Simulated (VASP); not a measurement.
# As (C2/c) in VASP: further runs, part 2 of 2

VASP 6.6.1. Earlier steps stand in the parts before.

### Step 3. Single point, BLYP (42.41 Å³/atom)

This run uses another cell than the first one, of 42.41 Å³/atom.

INCAR reads:

```
AGGAC = 1.0 ; AGGAX = 1.0
ALDAC = 0.0 ; ALDAX = 1.0
ALGO = Normal ; EDIFF = 1E-7
ENCUT = 520 ; GGA = B5
ISIF = 2 ; ISMEAR = -1
LASPH = T ; LCHARG = F
LREAL = F ; LWAVE = F
NBANDS = 12 ; NELM = 80
PREC = Accurate ; SIGMA = 0.1
```

KPOINTS reads:

```
k-points
0
Gamma
  12 12 10
```

POSCAR reads:

```
As
1.0
   -5.7059843207      6.0934085638      1.3974813770
    6.0934085638     -5.7059843207      1.3974813770
    2.4768958926      2.4768958926     -0.6879131663
As
2
Direct
    0.9249950251      0.0750049749      0.0000000000
    0.8250049749      0.1749950251      0.5000000000
```

Potentials or basis: VASP PAW PBE potentials, release 64 (As).

Started as:

```bash
$ cat potpaw_PBE.64/As/POTCAR > POTCAR
$ mpirun -np 1 vasp_std > vasp.out
```

OUTCAR:

```text
EDIFF = 1E-7
   ENCUT = 520
   GGA = B5
   ISIF = 2
   ISMEAR = -1
   LASPH = T
   LREAL = F
   NELM = 80
   PREC = Accurate

 ion  position               nearest neighbor table
   1  0.925  0.075  0.000-   2 2.44   2 2.44
   2  0.825  0.175  0.500-   1 2.44   1 2.44

  LATTYP: Found a base centered monoclinic cell.
 ALAT       =     2.8481593854
 B/A-ratio  =     5.8588229053
 C/A-ratio  =     1.2533600000
 COS(beta)  =    -0.0003415513

  Lattice vectors:

 A1 = (  -5.7059843207,   6.0934085638,   1.3974813770)
 A2 = (   6.0934085638,  -5.7059843207,   1.3974813770)
 A3 = (   2.4768958926,   2.4768958926,  -0.6879131663)

Analysis of symmetry for initial positions (statically):
=====================================================================
 Subroutine PRICEL returns:
 Original cell was already a primitive cell.

 Routine SETGRP: Setting up the symmetry group for a
 base centered monoclinic supercell.

 Subroutine GETGRP returns: Found  4 space group operations
 (whereof  2 operations were pure point group operations)
 out of a pool of  4 trial point group operations.

The static configuration has the point symmetry C_2 .
 The point group associated with its full space group is C_2h.

Analysis of symmetry for dynamics (positions and initial velocities):
=====================================================================
 Subroutine PRICEL returns:
 Original cell was already a primitive cell.

 Routine SETGRP: Setting up the symmetry group for a
 base centered monoclinic supercell.

 Subroutine GETGRP returns: Found  4 space group operations
 (whereof  2 operations were pure point group operations)
 out of a pool of  4 trial point group operations.

The dynamic configuration has the point symmetry C_2 .
 The point group associated with its full space group is C_2h.

[... 122 lines left out ...]
   LORBIT       =      0    0 simple, 1 ext, 2 COOP (PROOUT), +10 PAW based schemes
   GGA     = B5    functional components
   LHFCALC =     F    Hartree Fock is set to
   AEXX    =    0.0000 exact exchange contribution
   IVDW    =     0    specifies the selected vdW correction
   LEPSILON=     F    determine dielectric tensor
   LRPA    =     F    only Hartree local field effects (RPA)
 non-spin polarized calculation
  energy-cutoff  :      520.00
  volume of cell :       84.83
 maximum number of plane-waves:      2327
   NGX = 31   NGY = 31   NGZ = 13

 number of electron      10.0000000 magnetization

 Free energy of the ion-electron system (eV)
  ---------------------------------------------------
  ext. energy  EPLUGINS =         0.00000000
  ---------------------------------------------------
  free energy    TOTEN  =        -7.80433033 eV

  energy without entropy =       -7.78080802  energy(sigma->0) =       -7.79256917

 E-fermi :   0.5984     XC(G=0):  -5.8246

 val. band max:        0.5952538175   @ k =   0.1667   0.0833   0.5000
 cond. band min:       0.6675109013   @ k =   0.0833   0.0833   0.1000
 fundamental gap:      0.0722570838
 Fermi energy:         0.5984421176

 k-point     1 :       0.0000    0.0000    0.0000
  band No.  band energies     occupation
      1     -13.5894      2.00000
      2      -8.6766      2.00000
      3      -1.9426      2.00000
      4      -1.8560      2.00000
      5       1.1503      0.00799
      6       3.6903      0.00000
      7       3.7713      0.00000
      8       4.8689      0.00000
      9       6.2356      0.00000
     10       7.3962      0.00000
     11       9.1107      0.00000
     12       9.6826      0.00000
[... 331 lines left out ...]
 k-point    24 :      -0.4167    0.1667    0.0000
  band No.  band energies     occupation
      1     -12.6973      2.00000
      2      -7.7137      2.00000
      3      -1.7829      2.00000
      4      -1.2114      2.00000
      5      -0.7250      2.00000
      6       1.9080      0.00000
      7       2.5342      0.00000
      8       4.4791      0.00000
      9       5.6442      0.00000
     10       7.8115      0.00000
     11      10.0648      0.00000
     12      10.8926      0.00000

 [... further k-points ...]

------------------------ aborting loop because EDIFF is reached ----------------------------------------

  FORCE on cell =-STRESS in cart. coord.  units (eV):
  Direction    XX          YY          ZZ          XY          YZ          ZX
  --------------------------------------------------------------------------------------
  -------------------------------------------------------------------------------------
  Total        1.7704561      1.7704561      1.4412489      0.1263791     -0.0652728     -0.0652728
  in kB       33.4384923     33.4384923     27.2207779      2.3869144     -1.2328031     -1.2328031
  external PRESSURE =      31.3659208 kB  Pullay stress =       0.0000000 kB

 VOLUME and BASIS-vectors are now :
 -----------------------------------------------------------------------------
  energy-cutoff  :      520.00
  volume of cell :       84.83
      direct lattice vectors                 reciprocal lattice vectors
    -5.705984321  6.093408564  1.397481377     0.005467480  0.090217603  0.344523117
     6.093408564 -5.705984321  1.397481377     0.090217603  0.005467480  0.344523117
     2.476895893  2.476895893 -0.687913166     0.194382267  0.194382267 -0.053888663

 POSITION                                       TOTAL-FORCE (eV/Angst)
 -----------------------------------------------------------------------------------
     -4.82097      5.20840      1.39748        -0.690221      0.690221      0.000000
     -2.40270      5.26702      1.05352         0.690221     -0.690221     -0.000000
 -----------------------------------------------------------------------------------
    total drift:                               -0.000000      0.000000      0.000000

  FREE ENERGIE OF THE ION-ELECTRON SYSTEM (eV)
  ---------------------------------------------------
  free  energy   TOTEN  =        -7.8043303328 eV

  energy  without entropy=       -7.7808080162  energy(sigma->0) =       -7.79256917
```

OSZICAR:

```text
N       E                     dE             d eps       ncg     rms          rms(c)
DAV:   1     0.373282728921E+02    0.37328E+02   -0.35827E+03  9552   0.630E+02
DAV:   2    -0.510324837860E+01   -0.42432E+02   -0.40006E+02 12916   0.104E+02
DAV:   3    -0.784886851623E+01   -0.27456E+01   -0.27321E+01 12300   0.288E+01
DAV:   4    -0.788169123769E+01   -0.32823E-01   -0.32817E-01 11316   0.371E+00
DAV:   5    -0.788210630047E+01   -0.41506E-03   -0.41506E-03 12552   0.403E-01    0.317E+00
DAV:   6    -0.782970117713E+01    0.52405E-01   -0.30183E-02 11248   0.892E-01    0.189E+00
DAV:   7    -0.780404746826E+01    0.25654E-01   -0.62144E-02 11504   0.125E+00    0.155E-01
DAV:   8    -0.780420720995E+01   -0.15974E-03   -0.24899E-03 10640   0.276E-01    0.473E-02
DAV:   9    -0.780428808647E+01   -0.80877E-04   -0.17066E-04 11316   0.851E-02    0.296E-02
DAV:  10    -0.780432715162E+01   -0.39065E-04   -0.80223E-05 10356   0.445E-02    0.896E-03
DAV:  11    -0.780432721099E+01   -0.59364E-07   -0.15434E-05 12144   0.180E-02    0.637E-03
DAV:  12    -0.780432994625E+01   -0.27353E-05   -0.49328E-06 10136   0.119E-02    0.218E-03
DAV:  13    -0.780433037414E+01   -0.42789E-06   -0.62754E-07 10492   0.494E-03    0.407E-04
DAV:  14    -0.780433033282E+01    0.41319E-07   -0.37378E-08 10916   0.129E-03
   1 F= -.78043303E+01 E0= -.77925692E+01  d E =-.235223E-01
```

stdout:

```text
POSCAR found type information on POSCAR As
 POSCAR found :  1 types and       2 ions
 scaLAPACK will be used
 -----------------------------------------------------------------------------
|                                                                             |
|                                                                             |
|     You enforced a specific xc type in the INCAR file but a different       |
|     I HOPE YOU KNOW WHAT YOU ARE DOING!                                     |
|                                                                             |
 -----------------------------------------------------------------------------

 LDA part: xc-table for (Slater(with rela. corr.)+VWN5), standard interpolation
 POSCAR, INCAR and KPOINTS ok, starting setup
 FFT: planning ... GRIDC
 FFT: planning ... GRID_SOFT
 FFT: planning ... GRID
 WAVECAR not read
 entering main loop
```

Wall time 4.8 min (1 thread of Intel Xeon 6975P-C (Granite Rapids), shared host); peak memory 0.56 GiB.

What came out:

| Quantity | Value |
| --- | --- |
| Free energy | -7.8043 eV |
| Pressure | 3.1 GPa |
| Largest force | 0.976 eV/Å |
| Band gap on the k mesh | zero (bands 5 and 6 overlap by 4.29 eV) |

Forces in eV/Å, atoms in the order of the input:
```
As  -0.690  0.690  0.000
As   0.690 -0.690  0.000
```

Caveat: the cell stands under pressure; the PAW data sets were made with another functional, which shifts forces and pressure a little.

### Step 4. Single point, BLYP (44.26 Å³/atom)

This run uses another cell than the first one, of 44.26 Å³/atom.

INCAR reads:

```
PREC = Accurate
ENCUT = 520
EDIFF = 1E-6
ISMEAR = -1
SIGMA = 0.1
LREAL = False
LASPH = True
NELM = 100
ALGO = Normal
ISIF = 2
LWAVE = False
LCHARG = False
GGA = B5
ALDAX = 1.0
AGGAX = 1.0
AGGAC = 1.0
ALDAC = 0.0
NBANDS = 12
```

KPOINTS reads:

```
regular mesh
0
Gamma
  12 12 10
```

POSCAR reads:

```
As
1.0
   -5.7875093969      6.1804690199      1.4174480942
    6.1804690199     -5.7875093969      1.4174480942
    2.5122849009      2.5122849009     -0.6977418251
As
2
Direct
    0.9249950251      0.0750049749      0.0000000000
    0.8250049749      0.1749950251      0.5000000000
```

Started as:

```bash
$ cat potpaw_PBE.64/As/POTCAR > POTCAR
$ mpirun -np 1 vasp_std > vasp.out
```

Wall time 5.3 min (1 thread of Intel Xeon 6975P-C (Granite Rapids), shared host); peak memory 0.59 GiB.

It converged, with:

| Item | Value |
| --- | --- |
| Free energy | -7.8575 eV |
| Pressure | 1.5 GPa |
| Largest force | 0.559 eV/Å |
| Band gap on the k mesh | zero (bands 5 and 6 overlap by 4.24 eV) |

Forces on the atoms (eV/Å):
```
As  -0.395  0.395  0.000
As   0.395 -0.395  0.000
```

Stress tensor (GPa, compression positive):
```
 1.75  0.02 -0.10
 0.02  1.75 -0.10
-0.10 -0.10  1.09
```

Levels at points of the mesh, in eV from the Fermi level:
```csv
k point,band 1,band 2,band 3,band 4,band 5,band 6,band 7,band 8,band 9,band 10
"(0.00, 0.00, 0.00)",-13.86,-9.20,-2.43,-2.34,0.56,2.99,3.04,4.28,5.67,6.45
"(0.50, 0.00, 0.00)",-11.71,-6.73,-5.50,-1.90,-0.82,-0.23,2.95,4.76,6.30,7.29
"(0.50, 0.50, 0.00)",-13.86,-9.20,-2.43,-2.28,0.45,2.99,3.04,3.94,6.45,6.51
"(0.00, 0.00, 0.50)",-11.52,-11.52,-4.05,-4.05,1.86,1.86,4.84,4.84,7.50,7.50
"(0.50, 0.00, 0.50)",-9.31,-9.31,-3.49,-3.49,-2.02,-2.02,4.28,4.28,4.97,4.97
"(0.50, 0.50, 0.50)",-11.52,-11.52,-4.06,-4.06,1.96,1.96,4.84,4.84,6.16,6.16
```

Caveat: the PAW data sets were made with another functional, which shifts forces and pressure a little.

### Step 5. Summary

| cell | gap on the mesh (eV) | pressure (GPa) | largest force (eV/Å) |
| --- | --- | --- | --- |
| a = 8.340, b = 8.340, c = 3.517 Å, angles 90.0, 90.0, 160.6°, 2 atoms | none | 5.1 | 1.46 |
| a = 8.464, b = 8.464, c = 3.570 Å, angles 90.0, 90.0, 160.6°, 2 atoms | none | 3.1 | 0.98 |
| a = 8.585, b = 8.585, c = 3.621 Å, angles 90.0, 90.0, 160.6°, 2 atoms | none | 1.5 | 0.56 |

Alike in all rows: task single point; level BLYP; potentials or basis VASP PAW PBE potentials, release 64 (As); no spin polarisation; k mesh 12 × 12 × 10; cutoff (eV) 520; smearing fermi-dirac 0.1 eV.

Caveats: the PAW data sets were made with another functional, which shifts forces and pressure a little; the cell stands under pressure (at least some runs).

Total energies depend on the potentials used, so only differences within one code and one set of settings carry meaning.

The gap in the log of VASP goes by the Fermi energy; the results here count the filled bands.